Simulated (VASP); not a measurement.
Write the native input for VASP 6.6.1 that does the following.

```yaml
Task: single point
Functional: PBE
Potentials_or_basis: VASP PAW PBE potentials, release 64 (Hf_pv, B)
Cutoff: 520 eV
k_mesh: 18 × 18 × 18
Occupations: gaussian, width 0.15 eV
Spin: no spin polarisation
Dipole_correction: no
Further_INCAR_settings: ALGO = Normal; EDIFF = 1e-07; NBANDS = 14
```

The structure of HfB lies in POSCAR:

```
HfB
1.0
    0.0000000000      2.3100000000      2.3100000000
    2.3100000000      0.0000000000      2.3100000000
    2.3100000000      2.3100000000      0.0000000000
Hf B
1 1
Direct
    0.5000000000      0.5000000000      0.5000000000
    0.0432900433      0.0432900433     -0.0432900433
```

This cell differs from its parent crystal: all B atoms moved -0.200 Å, as atom 2 towards its neighbour atom 1 (Hf) at 2.310 Å.

The input as run:

INCAR

```
PREC     = Accurate       # precision mode
ENCUT    = 520            # plane-wave cutoff, eV
EDIFF    = 1E-7           # SCF threshold, eV
ISMEAR   = 0              # smearing method
SIGMA    = 0.15           # smearing width, eV
LREAL    = False          # projectors in reciprocal space
LASPH    = True           # aspherical terms in the spheres
NELM     = 80             # most SCF steps
ALGO     = Normal         # electronic algorithm
ISIF     = 2              # what is computed and relaxed
LWAVE    = False          # write WAVECAR
LCHARG   = False          # write CHGCAR
GGA      = PE             # functional
NBANDS   = 14             # bands
```

KPOINTS

```
Automatic mesh
0
Gamma
  18 18 18
```

Potentials or basis: VASP PAW PBE potentials, release 64 (Hf_pv, B).

Command:

```bash
$ cat potpaw_PBE.64/Hf_pv/POTCAR potpaw_PBE.64/B/POTCAR > POTCAR
$ mpirun -np 1 vasp_std > vasp.out
```

Results of the run:

The pressure is 33.6 GPa. The largest force is 2.646 eV/Å. The band gap on the k mesh is zero (an odd number of electrons rules out a gap without spin polarisation).

Caveat: the cell differs from its parent crystal (all B atoms moved -0.200 Å, as atom 2 towards its neighbour atom 1 (Hf) at 2.310 Å); the cell stands under pressure; spin-orbit coupling is left out, which moves the levels of the heavy elements; forces of over 1 eV/Å act on the atoms, so gaps and moduli don't describe the material at rest.

Wall time 2.7 min on 1 thread of Intel Xeon 8259CL, with other jobs on the host, peak memory 0.29 GiB.
